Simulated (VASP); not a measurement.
A run of VASP 6.6.1 is set up as follows.

Contents of INCAR:

```
SYSTEM = Si3N
PREC     = Accurate       ! precision mode
ENCUT    = 1000           ! plane-wave cutoff, eV
EDIFF    = 1E-6           ! SCF threshold, eV
ISMEAR   = 0              ! smearing method
SIGMA    = 0.05           ! smearing width, eV
LREAL    = .FALSE.        ! projectors in reciprocal space
LASPH    = .TRUE.         ! aspherical terms in the spheres
NELM     = 120            ! most SCF steps
ALGO     = Normal         ! electronic algorithm
ISIF     = 2              ! what is computed and relaxed
LWAVE    = .FALSE.        ! write WAVECAR
LCHARG   = .TRUE.         ! write CHGCAR
LDIPOL   = .TRUE.       
IDIPOL   = 3            
DIPOL    = 0.5 0.5 0.321
GGA      = PE             ! functional
IVDW     = 12             ! dispersion correction
LELF     = .TRUE.         ! ELF
LVHAR    = .TRUE.       
LVACPOTAV= .TRUE.       
NBANDS   = 27             ! bands
GGA_COMPAT= .FALSE.      
NELMDL   = -8
```

File KPOINTS:

```
Automatic mesh
0
G
  7 5 1
  0 0 0
```

Contents of POSCAR:

```
Si3N
1.0
    3.8333442755      0.0000000000      0.0000000000
    0.0000000000      5.4211674636      0.0000000000
    0.0000000000      0.0000000000     22.4877586337
Si N
6 2
Direct
    0.5000000000      0.0000000000      0.1778745523
    0.0000000000      0.2500000000      0.1778745523
    0.0000000000      0.5038839981      0.2608672216
    0.5000000000      0.7461160019      0.2608672216
    0.5000000000      0.0086033066      0.3418641564
    0.0000000000      0.2413966934      0.3418641564
    0.5000000000      0.6752699732      0.4797169344
    0.5000000000      0.6752699732      0.5286324363
```

Potentials or basis: VASP PAW PBE potentials, release 64 (Si, N_h).

Command:

```bash
$ cat potpaw_PBE.64/Si/POTCAR potpaw_PBE.64/N_h/POTCAR > POTCAR
$ mpirun -np 1 vasp_std > vasp.out
```

(1) What does it give for the dispersion energy per atom?

(2) Predict the band gap on the k mesh.

(3) Predict the largest force.

Answers

(1) -0.204 eV.

(2) zero (bands 17 and 18 overlap by 0.25 eV).

(3) 0.552 eV/Å.
